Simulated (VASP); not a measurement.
Runs of VASP 6.6.1 on MgS. The structure is that of space group Pm-3m (No. 221), or close to it. The cells are those of the table. 

| task | level | potentials or basis | cell | k mesh | cutoff (eV) | grid for exact exchange (PRECFOCK) | share of exact exchange | screening parameter | gap on the mesh (eV) | pressure (GPa) | relaxed volume (Å³/atom) |
| --- | --- | --- | --- | --- | --- | --- | --- | --- | --- | --- | --- |
| relaxation of cell and atoms | PBEsol | VASP PAW PBE potentials, release 64 (Mg, S) | relaxed from a = 3.274 Å, 2 atoms | 8 × 8 × 8 | 600 | - | - | - | none | 0.0 | (a) |
| single point | HSE06 | VASP PAW PBE potentials, release 64 (Mg, S) | a = 3.257 Å, 2 atoms | 6 × 6 × 6 | 520 | Normal | 0.25 | 0.2079 1/Å | 0.02 | -0.4 | - |
| single point | HSE06 | VASP PAW PBE potentials, release 64 (Mg, S) | a = 3.263 Å, 2 atoms | 6 × 6 × 6 | 520 | Normal | 0.25 | 0.2079 1/Å | (c) | (b) | - |
| relaxation of cell and atoms | r2SCAN | VASP PAW PBE potentials, release 64 (Mg, S) | relaxed from a = 3.274 Å, 2 atoms | 8 × 8 × 8 | 600 | - | - | - | 0.13 | 0.0 | 17.27 |
| single point | PBEsol | VASP PAW PBE potentials, release 64 (Mg, S) | a = 3.245 Å, 2 atoms | 8 × 8 × 8 | 520 | - | - | - | none | -0.3 | - |
| single point | LDA | VASP PAW LDA potentials, release 64 (Mg, S) | a = 3.213 Å, 2 atoms | 8 × 8 × 8 | 520 | - | - | - | none | -0.5 | - |
| single point | PBE | VASP PAW PBE potentials, release 64 (Mg, S) | a = 3.263 Å, 2 atoms | 8 × 8 × 8 | 520 | - | - | - | none | 0.4 | - |
| relaxation of cell and atoms | LDA | VASP PAW LDA potentials, release 64 (Mg, S) | relaxed from a = 3.274 Å, 2 atoms | 8 × 8 × 8 | 600 | - | - | - | none | 0.0 | 16.47 |
| single point | r2SCAN | VASP PAW PBE potentials, release 64 (Mg, S) | a = 3.263 Å, 2 atoms | 8 × 8 × 8 | 520 | - | - | - | 0.13 | -0.4 | - |
| single point | LDA | VASP PAW LDA potentials, release 64 (Mg, S) | a = 3.263 Å, 2 atoms | 8 × 8 × 8 | 520 | - | - | - | none | -3.9 | - |

Alike in all rows: no spin polarisation; smearing fermi-dirac 0.02 eV.

**Question.** Estimate the missing entries.

**Answer.** (a) 17.03; (b) -0.8; (c) 0.04.

Caveats: semilocal functionals underestimate gaps, so a narrow gap can read as zero (at least some runs); the PAW data sets were made with another functional, which shifts forces and pressure a little (at least some runs); the cell stands under tension (at least some runs).

A k mesh can miss the band edges.

A gap of «none» marks levels without a gap at the run's occupations.
